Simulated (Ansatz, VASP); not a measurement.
## Two plane-wave programs on Ta

```xyz
1
Lattice="-1.6176 1.6176 1.6176 1.6176 -1.6176 1.6176 1.6176 1.6176 -1.6176" Properties=species:S:1:pos:R:3 pbc="T T T"
Ta    0.0000    0.0000    0.0000
```

Alike in both runs: task single point; functional HSE06; k mesh 6 × 6 × 6; occupations fermi-dirac, width 0.05 eV; no spin polarisation.

|  | VASP | Ansatz |
| --- | --- | --- |
| version | VASP 6.6.1 | Ansatz 0.2.0 |
| potentials or method | VASP PAW PBE potentials, release 64 (Ta_pv) | Ansatz PAW |
| plane-wave cutoff (eV) | 520 | 420 |
| valence electrons in the cell | 11 | 13 |

```csv
,VASP,Ansatz,Ansatz less VASP
gap on the k mesh at the Fermi level (eV),none,none,-
pressure (GPa),18.0,19.3,+1.33
```

A gap of «none» marks a metal or a gap that the smearing closes. The functional is the same, so the differences come from potentials, cutoffs and numerics. VASP's potentials hold 11 valence electrons a cell and Ansatz's 13, so a difference there can come from the potentials and not from the codes.

The k mesh is coarse, so the values compare programs but aren't converged. Neither program's run includes spin-orbit coupling.
